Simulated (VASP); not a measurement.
# Ti (I4/mmm) in VASP: further runs

The runs below take Ti through single point, with PBEsol.

Everything below comes from runs of VASP 6.6.1. Logs are shortened: lines on timing, memory, paths and dates and some standing lists are left out, and cuts for length are marked.

## (1) The cell of the first run

It takes space group I4/mmm (No. 139, tetragonal). The conventional cell has a = 3.210 Å, b = 3.210 Å, c = 3.050 Å, α = 90.00°, β = 90.00°, γ = 90.00°. Ti (site symmetry 4/mmm) has 14 Ti at 2.73 to 3.21 Å within 3.6 Å.

## (2) Single point, PBEsol (strain -0.0500 x Voigt [0, 1, 0, 0, 0, 0])

INCAR reads:

```
SYSTEM = Ti
PREC = Accurate
ENCUT = 520
EDIFF = 1E-6
ISMEAR = 0
SIGMA = 0.15
LREAL = .False.
LASPH = .True.
NELM = 60
ALGO = Fast
ISIF = 2
LWAVE = .False.
LCHARG = .False.
GGA = PS
NBANDS = 12
```

KPOINTS reads:

```
regular mesh
0
Gamma
  26 26 26
  0 0 0
```

POSCAR reads:

```
Ti
1.0
   -1.6051160629      1.5248602598      1.6051160629
    1.6051160629     -1.5248602598      1.6051160629
    1.6051160629      1.5248602598     -1.6051160629
Ti
1
Direct
    0.0000000000      0.0000000000      0.0000000000
```

Potentials or basis: VASP PAW PBE potentials, release 64 (Ti_sv).

Command:

```bash
> cat potpaw_PBE.64/Ti_sv/POTCAR > POTCAR
> mpirun -np 1 vasp_std > vasp.out
```

OUTCAR:

```text
SYSTEM = Ti
   PREC = Accurate
   ENCUT = 520
   EDIFF = 1E-6
   ISMEAR = 0
   LREAL = .False.
   LASPH = .True.
   NELM = 60
   ISIF = 2
   GGA = PS

 ion  position               nearest neighbor table
   1  0.000  0.000  0.000-

  LATTYP: Found a body centered tetragonal cell.
 ALAT       =     3.2102321258
 C/A-ratio  =     0.9500000000

  Lattice vectors:

 A1 = (  -1.6051160629,  -1.5248602598,   1.6051160629)
 A2 = (   1.6051160629,  -1.5248602598,  -1.6051160629)
 A3 = (   1.6051160629,   1.5248602598,   1.6051160629)

Analysis of symmetry for initial positions (statically):
=====================================================================
 Subroutine PRICEL returns:
 Original cell was already a primitive cell.

 Routine SETGRP: Setting up the symmetry group for a
 body centered tetragonal supercell.

 Subroutine GETGRP returns: Found 16 space group operations
 (whereof 16 operations were pure point group operations)
 out of a pool of 16 trial point group operations.

The static configuration has the point symmetry D_4h.

Analysis of symmetry for dynamics (positions and initial velocities):
=====================================================================
 Subroutine PRICEL returns:
 Original cell was already a primitive cell.

 Routine SETGRP: Setting up the symmetry group for a
 body centered tetragonal supercell.

 Subroutine GETGRP returns: Found 16 space group operations
 (whereof 16 operations were pure point group operations)
 out of a pool of 16 trial point group operations.

The dynamic configuration has the point symmetry D_4h.

 Subroutine INISYM returns: Found 16 space group operations
 (whereof 16 operations are pure point group operations),
 and found     1 'primitive' translations

----------------------------------------------------------------------------------------

                                     Primitive cell

  volume of cell :      15.7146

  direct lattice vectors                    reciprocal lattice vectors
    -1.605116063  1.524860260  1.605116063     0.000000000  0.327898899  0.311503954
     1.605116063 -1.524860260  1.605116063     0.311503954  0.000000000  0.311503954
     1.605116063  1.524860260 -1.605116063     0.311503954  0.327898899  0.000000000

  length of vectors
     2.734592102  2.734592102  2.734592102     0.452274697  0.440533116  0.452274697

  position of ions in fractional coordinates (direct lattice)
     0.000000000  0.000000000  0.000000000

  ion indices of the primitive-cell ions
   primitive index   ion index
                 1           1

----------------------------------------------------------------------------------------

 KPOINTS: regular mesh

Automatic generation of k-mesh.
 Grid dimensions read from file:
 generate k-points for:   26   26   26

 Generating k-lattice:

  Cartesian coordinates                     Fractional coordinates (reciprocal lattice)
     0.000000000  0.012611496  0.011980921     0.038461538  0.000000000  0.000000000
     0.011980921  0.000000000  0.011980921     0.000000000  0.038461538  0.000000000
     0.011980921  0.012611496  0.000000000     0.000000000  0.000000000  0.038461538

  Length of vectors
     0.017395181  0.016943581  0.017395181

  Shift w.r.t. Gamma in fractional coordinates (k-lattice)
     0.000000000  0.000000000  0.000000000

 Subroutine IBZKPT returns following result:
 ===========================================

 Found   1330 irreducible k-points:

 Following reciprocal coordinates:
            Coordinates               Weight
  0.000000  0.000000  0.000000      1.000000
  0.038462  0.000000 -0.000000      8.000000
  0.076923  0.000000 -0.000000      8.000000
  0.115385  0.000000 -0.000000      8.000000
  0.153846  0.000000 -0.000000      8.000000
  0.192308  0.000000 -0.000000      8.000000
[... 16 lines left out ...]
  0.307692  0.038462 -0.000000     16.000000
  0.346154  0.038462 -0.000000     16.000000
 [... further k-points ...]
   k-points           NKPTS =   1330   k-points in BZ     NKDIM =   1330   number of bands    NBANDS=     12
   number of dos      NEDOS =    301   number of ions     NIONS =      1
   total plane-waves  NPLWV =   8000
   dimension x,y,z NGX =    20 NGY =   20 NGZ =   20
   dimension x,y,z NGXF=    40 NGYF=   40 NGZF=   40
   ions per type =               1
   NGX,Y,Z   is equivalent  to a cutoff of  12.16, 12.16, 12.16 a.u.
   NGXF,Y,Z  is equivalent  to a cutoff of  24.32, 24.32, 24.32 a.u.
 SYSTEM =  Ti
   PREC   = accura    normal or accurate (medium, high low for compatibility)
   ISTART =      0    job   : 0-new  1-cont  2-samecut
   ICHARG =      2    charge: 1-file 2-atom 10-const
   ISPIN  =      1    spin polarized calculation?
   LNONCOLLINEAR =      F non collinear calculations
   LSORBIT =      F    spin-orbit coupling
   LASPH  =      T    aspherical Exc in radial PAW
   ENCUT  =  520.0 eV  38.22 Ry    6.18 a.u.   5.08  5.08  5.08*2*pi/ulx,y,z
   NELM   =     60;   NELMIN=  2; NELMDL= -5     # of ELM steps
   EDIFF  = 0.1E-05   stopping-criterion for ELM
   LREAL  =      F    real-space projection
   EDIFFG = 0.1E-04   stopping-criterion for IOM
   NSW    =      0    number of steps for IOM
   IBRION =     -1    ionic relax: 0-MD 1-quasi-New 2-CG
   NFREE  =      0    steps in history (QN), initial steepest desc. (CG)
   ISIF   =      2    stress and relaxation
   ISYM   =      2    0-nonsym 1-usesym 2-fastsym
   POTIM  = 0.5000    time-step for ionic-motion
   TEBEG  =    0.0;   TEEND  =   0.0 temperature during run
   PSTRESS=    0.0 pullay stress
   NELECT =      12.0000    total number of electrons
   NUPDOWN=      -1.0000    fix difference up-down
   EMIN   =  10.00;   EMAX   =-10.00  energy-range for DOS
   EFERMI =   0.00;   METHOD = LEGACY
   ISMEAR =     0;   SIGMA  =   0.15  broadening in eV -4-tet -1-fermi 0-gaus
   EFERMI_NEDOS =   21; number of points for ismear=-14 and -15
   IALGO  =     68    algorithm
   IMIX   =      4    mixing-type and parameters
     AMIX     =   0.40;   BMIX     =  1.00
     AMIX_MAG =   1.60;   BMIX_MAG =  1.00
  volume/ion in A,a.u.               =      15.71       106.05
  Fermi-wavevector in a.u.,A,eV,Ry     =   1.496354  2.827699 30.464458  2.239075
  Thomas-Fermi vector in A             =   2.608381
   LORBIT       =      0    0 simple, 1 ext, 2 COOP (PROOUT), +10 PAW based schemes
   GGA     = PS    functional components
   LHFCALC =     F    Hartree Fock is set to
   AEXX    =    0.0000 exact exchange contribution
   IVDW    =     0    specifies the selected vdW correction
   LEPSILON=     F    determine dielectric tensor
   LRPA    =     F    only Hartree local field effects (RPA)
 non-spin polarized calculation
 RMM-DIIS sequential band-by-band and
 Gauss-broadening in eV      SIGMA  =   0.15
  energy-cutoff  :      520.00
  volume of cell :       15.71
 maximum number of plane-waves:       438
   NGX = 11   NGY = 11   NGZ = 11

 number of electron      11.9999998 magnetization

 Free energy of the ion-electron system (eV)
  ---------------------------------------------------
  ext. energy  EPLUGINS =         0.00000000
  ---------------------------------------------------
  free energy    TOTEN  =        -8.23517175 eV

  energy without entropy =       -8.21249512  energy(sigma->0) =       -8.22383344

 E-fermi :   9.0417     XC(G=0): -12.1176

 val. band max:        9.0415008514   @ k =  -0.3462  -0.4615   0.0385
 cond. band min:       9.0417740774   @ k =  -0.3077   0.0769   0.0385
 fundamental gap:      0.0002732260
 Fermi energy:         9.0416946962

 k-point     1 :       0.0000    0.0000    0.0000
  band No.  band energies     occupation
      1     -47.0803      2.00000
      2     -22.8912      2.00000
      3     -22.8912      2.00000
      4     -22.8906      2.00000
      5       2.8806      2.00000
      6       9.8277      0.00000
      7      10.2579      0.00000
      8      10.2579      0.00000
      9      11.8256      0.00000
     10      12.3363      0.00000
     11      26.8557      0.00000
     12      26.8557      0.00000

 k-point     2 :       0.0385    0.0000   -0.0000
  band No.  band energies     occupation
      1     -47.0774      2.00000
      2     -22.9053      2.00000
      3     -22.8957      2.00000
      4     -22.8913      2.00000
      5       2.9379      2.00000
      6       9.8353      0.00000
      7      10.2484      0.00000
      8      10.2636      0.00000
      9      11.8234      0.00000
     10      12.3091      0.00000
     11      26.8531      0.00000
     12      26.9194      0.00000

 k-point     3 :       0.0769    0.0000   -0.0000
  band No.  band energies     occupation
      1     -47.0688      2.00000
      2     -22.9474      2.00000
      3     -22.9087      2.00000
      4     -22.8924      2.00000
      5       3.1076      2.00000
      6       9.8253      0.00000
      7      10.2145      0.00000
      8      10.3153      0.00000
      9      11.8166      0.00000
     10      12.2410      0.00000
     11      26.8160      0.00000
     12      27.1055      0.00000
[... 286 lines left out ...]
 k-point    23 :       0.3077    0.0385   -0.0000
  band No.  band energies     occupation
      1     -46.9310      2.00000
      2     -23.5836      2.00000
      3     -23.1133      2.00000
      4     -22.9140      2.00000
      5       5.8407      2.00000
      6       8.7596      1.99217
      7       9.4674      0.00006
      8      12.0573      0.00000
      9      12.3290      0.00000
     10      12.6718      0.00000
     11      22.1551      0.00000
     12      24.3589      0.00000

 k-point    24 :       0.3462    0.0385   -0.0000
  band No.  band energies     occupation
      1     -46.9105      2.00000
      2     -23.6724      2.00000
      3     -23.1432      2.00000
      4     -22.9170      2.00000
      5       6.1164      2.00000
      6       8.6103      1.99995
      7       9.6579      0.00000
      8      12.1231      0.00000
      9      12.4411      0.00000
     10      13.1113      0.00000
     11      21.1414      0.00000
     12      23.8439      0.00000

 [... further k-points ...]

------------------------ aborting loop because EDIFF is reached ----------------------------------------

  FORCE on cell =-STRESS in cart. coord.  units (eV):
  Direction    XX          YY          ZZ          XY          YZ          ZX
  --------------------------------------------------------------------------------------
  -------------------------------------------------------------------------------------
  Total        0.6450651      0.5070330      0.6450651      0.0000000      0.0000000      0.0000000
  in kB       65.7674843     51.6944433     65.7674843      0.0000000      0.0000000      0.0000000
  external PRESSURE =      61.0764706 kB  Pullay stress =       0.0000000 kB

 VOLUME and BASIS-vectors are now :
 -----------------------------------------------------------------------------
  energy-cutoff  :      520.00
  volume of cell :       15.71
      direct lattice vectors                 reciprocal lattice vectors
    -1.605116063  1.524860260  1.605116063     0.000000000  0.327898899  0.311503954
     1.605116063 -1.524860260  1.605116063     0.311503954  0.000000000  0.311503954
     1.605116063  1.524860260 -1.605116063     0.311503954  0.327898899  0.000000000

 POSITION                                       TOTAL-FORCE (eV/Angst)
 -----------------------------------------------------------------------------------
      0.00000      0.00000      0.00000         0.000000     -0.000000     -0.000000
 -----------------------------------------------------------------------------------
    total drift:                                0.000000     -0.000000      0.000000

  FREE ENERGIE OF THE ION-ELECTRON SYSTEM (eV)
  ---------------------------------------------------
  free  energy   TOTEN  =        -8.2351717529 eV

  energy  without entropy=       -8.2124951240  energy(sigma->0) =       -8.22383344
```

Wall time 7.3 min (1 thread of Intel Xeon 8259CL, shared host); peak memory 0.34 GiB.

Results:

```yaml
Free_energy: -8.2352 eV
Pressure: 6.1 GPa
Band_gap_on_the_k_mesh: zero (bands 6 and 7 overlap by 1.77 eV)
```

Caveat: the cell differs from its parent crystal (strain -0.0500 x Voigt [0, 1, 0, 0, 0, 0]); the cell stands under pressure; the PAW data sets were made with another functional, which shifts forces and pressure a little.

## (3) Single point, PBEsol (strain -0.0250 x Voigt [0, 1, 0, 0, 0, 0])

INCAR reads:

```
SYSTEM = Ti
  PREC = Accurate
  ENCUT = 520
  EDIFF = 1E-6
  ISMEAR = 0
  SIGMA = 0.15
  LREAL = .FALSE.
  LASPH = .TRUE.
  NELM = 60
  ALGO = Fast
  ISIF = 2
  LWAVE = .FALSE.
  LCHARG = .FALSE.
  GGA = PS
  NBANDS = 12
```

KPOINTS reads:

```
Automatic mesh
0
G
  26 26 26
  0 0 0
```

POSCAR reads:

```
Ti
1.0
   -1.6051160629      1.5649881613      1.6051160629
    1.6051160629     -1.5649881613      1.6051160629
    1.6051160629      1.5649881613     -1.6051160629
Ti
1
Direct
    0.0000000000      0.0000000000      0.0000000000
```

Potentials or basis: VASP PAW PBE potentials, release 64 (Ti_sv).

Command:

```bash
> cat potpaw_PBE.64/Ti_sv/POTCAR > POTCAR
> mpirun -np 1 vasp_std > vasp.out
```

It took 9.6 min on 1 thread of Intel Xeon 8259CL, shared host; peak memory 0.36 GiB.

Results (log left out):

```
Free energy            : -8.2449 eV
Pressure               : 2.8 GPa
Band gap on the k mesh : zero (bands 6 and 7 overlap by 1.75 eV)
```

Stress tensor (GPa, compression positive):
```
2.95 0.00 0.00
0.00 2.37 0.00
0.00 0.00 2.95
```

Levels at points of the mesh, in eV from the Fermi level:
```tsv
k point	band 2	band 3	band 4	band 5	band 6	band 7	band 8	band 9	band 10	band 11
(0.00, 0.00, 0.00)	-32.01	-32.01	-32.01	-6.11	0.92	1.12	1.12	2.86	3.10	17.79
(0.50, 0.00, 0.00)	-32.87	-32.28	-32.02	-2.65	-0.56	1.46	3.03	3.44	4.71	9.69
(0.00, 0.50, 0.00)	-32.88	-32.26	-32.00	-2.64	-0.32	1.27	2.83	3.31	4.68	9.50
(0.50, 0.50, 0.50)	-32.61	-32.61	-32.57	-2.40	-2.33	4.30	4.30	4.35	8.73	8.73
```

Caveat: the cell differs from its parent crystal (strain -0.0250 x Voigt [0, 1, 0, 0, 0, 0]); the PAW data sets were made with another functional, which shifts forces and pressure a little.

## (4) Single point, PBEsol (strain +0.0250 x Voigt [0, 1, 0, 0, 0, 0])

INCAR reads:

```
SYSTEM = Ti
PREC = Accurate
ENCUT = 520
EDIFF = 1E-6
ISMEAR = 0
SIGMA = 0.15
LREAL = .False.
LASPH = .True.
NELM = 80
ALGO = Fast
ISIF = 2
LWAVE = .False.
LCHARG = .False.
GGA = PS
NBANDS = 12
```

KPOINTS reads:

```
Automatic mesh
0
Gamma
  26 26 26
  0 0 0
```

POSCAR reads:

```
Ti
1.0
   -1.6051160629      1.6452439645      1.6051160629
    1.6051160629     -1.6452439645      1.6051160629
    1.6051160629      1.6452439645     -1.6051160629
Ti
1
Direct
    0.0000000000      0.0000000000      0.0000000000
```

Command:

```bash
> cat potpaw_PBE.64/Ti_sv/POTCAR > POTCAR
> mpirun -np 1 vasp_std > vasp.out
```

Wall time 7.7 min (1 thread of Intel Xeon 8259CL, shared host); peak memory 0.37 GiB.

Results (log left out):

```
Free energy            : -8.2443 eV
Pressure               : -2.9 GPa
Band gap on the k mesh : zero (bands 6 and 7 overlap by 1.63 eV)
```

Stress tensor (GPa, compression positive):
```
-3.11  0.00  0.00
 0.00 -2.62  0.00
 0.00  0.00 -3.11
```

Levels at points of the mesh, in eV from the Fermi level:
```tsv
k point	band 4	band 5	band 6	band 7	band 8	band 9
(0.00, 0.00, 0.00)	-32.17	-6.01	0.95	0.95	1.13	2.72
(0.50, 0.00, 0.00)	-32.17	-2.52	-0.35	1.17	2.72	3.18
(0.00, 0.50, 0.00)	-32.19	-2.52	-0.57	1.34	2.96	3.25
(0.50, 0.50, 0.50)	-32.66	-2.22	-2.15	4.02	4.07	4.07
```

Caveat: the cell differs from its parent crystal (strain +0.0250 x Voigt [0, 1, 0, 0, 0, 0]); the PAW data sets were made with another functional, which shifts forces and pressure a little.

## (5) Single point, PBEsol (strain +0.0500 x Voigt [0, 1, 0, 0, 0, 0])

INCAR reads:

```
PREC     = Accurate       # precision mode
ENCUT    = 520            # plane-wave cutoff, eV
EDIFF    = 1E-7           # SCF threshold, eV
ISMEAR   = 0              # smearing method
SIGMA    = 0.15           # smearing width, eV
LREAL    = F              # projectors in reciprocal space
LASPH    = T              # aspherical terms in the spheres
NELM     = 60             # most SCF steps
ALGO     = Fast           # electronic algorithm
ISIF     = 2              # what is computed and relaxed
LWAVE    = F              # write WAVECAR
LCHARG   = T              # write CHGCAR
GGA      = PS             # functional
LELF     = T              # ELF
LVHAR    = T            
NBANDS   = 12             # bands
```

KPOINTS reads:

```
Automatic mesh
0
Gamma
  26 26 26
```

POSCAR reads:

```
Ti
1.0
   -1.6051160629      1.6853718660      1.6051160629
    1.6051160629     -1.6853718660      1.6051160629
    1.6051160629      1.6853718660     -1.6051160629
Ti
1
Direct
    0.0000000000      0.0000000000      0.0000000000
```

Command:

```bash
> cat potpaw_PBE.64/Ti_sv/POTCAR > POTCAR
> mpirun -np 1 vasp_std > vasp.out
```

Wall time 9.4 min (1 thread of Intel Xeon 8259CL, shared host); peak memory 0.38 GiB.

The run converged. Its results:

```yaml
Free_energy: -8.2353 eV
Pressure: -5.2 GPa
Band_gap_on_the_k_mesh: zero (bands 6 and 7 overlap by 1.61 eV)
```

Stress tensor (GPa, compression positive):
```
-5.51  0.00  0.00
 0.00 -4.53  0.00
 0.00  0.00 -5.51
```

Levels at points of the mesh, in eV from the Fermi level:
```csv
k point,band 4,band 5,band 6,band 7,band 8,band 9
"(0.00, 0.00, 0.00)",-32.26,-5.96,0.88,0.88,1.21,2.53
"(0.50, 0.00, 0.00)",-32.26,-2.47,-0.27,1.04,2.52,3.11
"(0.00, 0.50, 0.00)",-32.28,-2.47,-0.68,1.37,2.98,3.20
"(0.50, 0.50, 0.50)",-32.70,-2.18,-2.04,3.87,3.96,3.96
```

Caveat: the cell differs from its parent crystal (strain +0.0500 x Voigt [0, 1, 0, 0, 0, 0]); the cell stands under tension; the PAW data sets were made with another functional, which shifts forces and pressure a little.

## (6) The runs side by side

```tsv
cell	further INCAR settings	gap on the mesh (eV)	pressure (GPa)
a = 2.735 Å, angles 108.1, 112.2, 108.1°, 1 atom	ALGO = Fast; EDIFF = 1e-06; NBANDS = 12	none	6.1
a = 2.757 Å, angles 108.8, 110.8, 108.8°, 1 atom	ALGO = Fast; EDIFF = 1e-06; NBANDS = 12	none	2.8
a = 2.804 Å, angles 110.1, 108.1, 110.1°, 1 atom	ALGO = Fast; EDIFF = 1e-06; NBANDS = 12	none	-2.9
a = 2.827 Å, angles 110.8, 106.8, 110.8°, 1 atom	ALGO = Fast; EDIFF = 1e-07; NBANDS = 12	none	-5.2
```

Alike in all rows: task single point; level PBEsol; potentials or basis VASP PAW PBE potentials, release 64 (Ti_sv); no spin polarisation; k mesh 26 × 26 × 26; cutoff (eV) 520; smearing gaussian 0.15 eV.

Caveats: the PAW data sets were made with another functional, which shifts forces and pressure a little; the cell stands under pressure (at least some runs); the cell stands under tension (at least some runs).

Total energies depend on the potentials used, so only differences within one code and one set of settings carry meaning.
